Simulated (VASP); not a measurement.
Crystal: C.

```
C
1.0
    -2.14960    2.14960    2.14960
     2.14960   -2.14960    2.14960
     2.14960    2.14960   -2.14960
C
6
Direct
  0.75000 0.25000 0.50000
  0.25000 0.75000 0.50000
  0.50000 0.25000 0.75000
  0.75000 0.50000 0.25000
  0.50000 0.75000 0.25000
  0.25000 0.50000 0.75000
```

| Item | Value |
| --- | --- |
| Program | VASP 6.6.1 |
| Task | relaxation of cell and atoms |
| Functional | PBE |
| Potentials or basis | VASP PAW PBE potentials, release 64 (C) |
| Cutoff | 600 eV |
| k mesh | 6 × 6 × 6 |
| Occupations | gaussian, width 0.1 eV |
| Spin | no spin polarisation |

At the start: pressure 21.2 GPa; volume 6.62 Å³/atom.

**Question.** How do energy, volume and symmetry change on relaxing?

**Answer.** Over 3 steps the energy falls by 24.8 meV/atom and the volume is 7.02 Å³/atom (+6.0 %); space group Im-3m (No. 229, to 0.05 Å).

Step by step:
| step | energy change (eV) | largest force (eV/Å) | pressure (GPa) | volume (Å³) |
| --- | --- | --- | --- | --- |
| 1 | 0.0000 | 0.0000 | 21.22 | 39.73 |
| 2 | 0.0385 | 0.0000 | -19.57 | 44.99 |
| 3 | -0.1488 | 0.0000 | -0.24 | 42.11 |

Final structure:
```
C
1.0
    -2.19174    2.19174    2.19174
     2.19174   -2.19174    2.19174
     2.19174    2.19174   -2.19174
C
6
Direct
  0.75000 0.25000 0.50000
  0.25000 0.75000 0.50000
  0.50000 0.25000 0.75000
  0.75000 0.50000 0.25000
  0.50000 0.75000 0.25000
  0.25000 0.50000 0.75000
```
